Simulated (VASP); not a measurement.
# AgPt3 in VASP: notebook, part 2 of 2

VASP 6.6.1. Earlier steps stand in the parts before.

### 5 Single point, LDA

The input, INCAR:

```
SYSTEM = AgPt3
ALGO = Normal ; EDIFF = 1E-6
ENCUT = 520 ; ISIF = 2
ISMEAR = -1 ; LASPH = .TRUE.
LCHARG = .FALSE. ; LREAL = .FALSE.
LWAVE = .FALSE. ; NBANDS = 28
NELM = 100 ; PREC = Accurate
SIGMA = 0.1
```

The input, KPOINTS:

```
k-points
0
G
  9 9 9
  0 0 0
```

The input, POSCAR:

```
AgPt3
1.0
    3.9000000000     -0.0195000000      0.0000000000
   -0.0195000000      3.9000000000      0.0000000000
    0.0000000000      0.0000000000      3.9000000000
Ag Pt
1 3
Direct
    0.0000000000      0.0000000000      0.0000000000
    0.0000000000      0.5000000000      0.5000000000
    0.5000000000      0.0000000000      0.5000000000
    0.5000000000      0.5000000000      0.0000000000
```

Potentials or basis: VASP PAW LDA potentials, release 64 (Ag, Pt).

On the command line:

```
$ cat potpaw_LDA.64/Ag/POTCAR potpaw_LDA.64/Pt/POTCAR > POTCAR
$ mpirun -np 1 vasp_std > vasp.out
```

OUTCAR:

```text
SYSTEM = AgPt3
   EDIFF = 1E-6
   ENCUT = 520
   ISIF = 2
   ISMEAR = -1
   LASPH = .TRUE.
   LREAL = .FALSE.
   NELM = 100
   PREC = Accurate

 ion  position               nearest neighbor table
   1  0.000  0.000  0.000-   4 2.74   4 2.74   2 2.76   2 2.76   3 2.76   2 2.76   2 2.76   3 2.76
                             3 2.76   3 2.76   4 2.77   4 2.77
   2  0.000  0.500  0.500-   3 2.74   3 2.74   4 2.76   1 2.76   4 2.76   1 2.76   1 2.76   4 2.76
                             4 2.76   1 2.76   3 2.77   3 2.77
   3  0.500  0.000  0.500-   2 2.74   2 2.74   4 2.76   1 2.76   4 2.76   4 2.76   4 2.76   1 2.76
                             1 2.76   1 2.76   2 2.77   2 2.77
   4  0.500  0.500  0.000-   1 2.74   1 2.74   3 2.76   2 2.76   3 2.76   3 2.76   3 2.76   2 2.76
[... 950 lines left out ...]
  Total        1.1104762      1.1104762      1.0884706      0.4117319      0.0000000      0.0000000
  in kB       29.9941730     29.9941730     29.3997960     11.1209551      0.0000000      0.0000000
  external PRESSURE =      29.7960473 kB  Pullay stress =       0.0000000 kB

 VOLUME and BASIS-vectors are now :
 -----------------------------------------------------------------------------
  energy-cutoff  :      520.00
  volume of cell :       59.32
      direct lattice vectors                 reciprocal lattice vectors
     3.900000000 -0.019500000  0.000000000     0.256416667  0.001282083  0.000000000
    -0.019500000  3.900000000  0.000000000     0.001282083  0.256416667  0.000000000
     0.000000000  0.000000000  3.900000000     0.000000000  0.000000000  0.256410256

 POSITION                                       TOTAL-FORCE (eV/Angst)
 -----------------------------------------------------------------------------------
      0.00000      0.00000      0.00000        -0.000000      0.000000      0.000000
     -0.00975      1.95000      1.95000        -0.000000      0.000000      0.000000
      1.95000     -0.00975      1.95000        -0.000000      0.000000      0.000000
      1.94025      1.94025      0.00000         0.000000      0.000000      0.000000
 -----------------------------------------------------------------------------------
    total drift:                                0.000000      0.000000     -0.000000

  FREE ENERGIE OF THE ION-ELECTRON SYSTEM (eV)
  ---------------------------------------------------
  free  energy   TOTEN  =       -26.2654880965 eV

  energy  without entropy=      -26.1581063835  energy(sigma->0) =      -26.21179724
```

Run time: 81 s. Hardware: 1 thread of AMD EPYC 9R45 (Zen 5), shared host; peak memory 0.26 GiB.

What came out:

```
Free energy            : -26.2655 eV
Pressure               : 3.0 GPa
Band gap on the k mesh : zero (an odd number of electrons rules out a gap without spin polarisation)
```

Stress tensor (GPa, compression positive):
```
3.00 1.11 0.00
1.11 3.00 0.00
0.00 0.00 2.94
```

Caveat: spin-orbit coupling is left out, which moves the levels of the heavy elements.

### 6 Single point, LDA

The input, INCAR:

```
SYSTEM = AgPt3
PREC     = Accurate       ! precision mode
ENCUT    = 520            ! plane-wave cutoff, eV
EDIFF    = 1E-6           ! SCF threshold, eV
ISMEAR   = -1             ! smearing method
SIGMA    = 0.1            ! smearing width, eV
LREAL    = .False.        ! projectors in reciprocal space
LASPH    = .True.         ! aspherical terms in the spheres
NELM     = 100            ! most SCF steps
ALGO     = Normal         ! electronic algorithm
ISIF     = 2              ! what is computed and relaxed
LWAVE    = .False.        ! write WAVECAR
LCHARG   = .False.        ! write CHGCAR
GGA      = CA             ! functional
NBANDS   = 28             ! bands
```

The input, KPOINTS:

```
regular mesh
0
Gamma
  9 9 9
  0 0 0
```

POSCAR: that of step 5 with these lines changed.

```diff
@@ -2,4 +2,4 @@
 1.0
-    3.9000000000     -0.0195000000      0.0000000000
-   -0.0195000000      3.9000000000      0.0000000000
+    3.9000000000      0.0195000000      0.0000000000
+    0.0195000000      3.9000000000      0.0000000000
     0.0000000000      0.0000000000      3.9000000000
```

Potentials or basis: VASP PAW LDA potentials, release 64 (Ag, Pt).

On the command line:

```
$ cat potpaw_LDA.64/Ag/POTCAR potpaw_LDA.64/Pt/POTCAR > POTCAR
$ mpirun -np 1 vasp_std > vasp.out
```

Run time: 83 s. Hardware: 1 thread of AMD EPYC 9R45 (Zen 5), shared host; peak memory 0.26 GiB.

Results (log left out):

| Item | Value |
| --- | --- |
| Free energy | -26.2655 eV |
| Pressure | 3.0 GPa |
| Band gap on the k mesh | zero (an odd number of electrons rules out a gap without spin polarisation) |

Stress tensor (GPa, compression positive):
```
 3.00 -1.11  0.00
-1.11  3.00  0.00
 0.00  0.00  2.94
```

Levels at points of the mesh, in eV from the Fermi level:
| k point | band 18 | band 19 | band 20 | band 21 | band 22 | band 23 | band 24 | band 25 |
| --- | --- | --- | --- | --- | --- | --- | --- | --- |
| (0.00, 0.00, 0.00) | 0.32 | 0.76 | 0.77 | 0.77 | 1.94 | 1.94 | 1.94 | 8.74 |

Caveat: spin-orbit coupling is left out, which moves the levels of the heavy elements.

### 7 Summary

```csv
cell,gap on the mesh (eV),pressure (GPa)
"a = 3.900 Å, 4 atoms",none,2.9
"a = 3.900 Å, angles 90.0, 90.0, 91.7°, 4 atoms",none,3.3
"a = 3.900 Å, angles 90.0, 90.0, 91.1°, 4 atoms",none,3.1
"a = 3.900 Å, angles 90.0, 90.0, 90.6°, 4 atoms",none,3.0
"a = 3.900 Å, angles 90.0, 90.0, 89.4°, 4 atoms",none,3.0
```

Alike in all rows: task single point; level LDA; potentials or basis VASP PAW LDA potentials, release 64 (Ag, Pt); no spin polarisation; k mesh 9 × 9 × 9; cutoff (eV) 520; smearing fermi-dirac 0.1 eV.

Caveats: spin-orbit coupling is left out, which moves the levels of the heavy elements; the cell stands under pressure (at least some runs).

Total energies depend on the potentials used, so only differences within one code and one set of settings carry meaning.
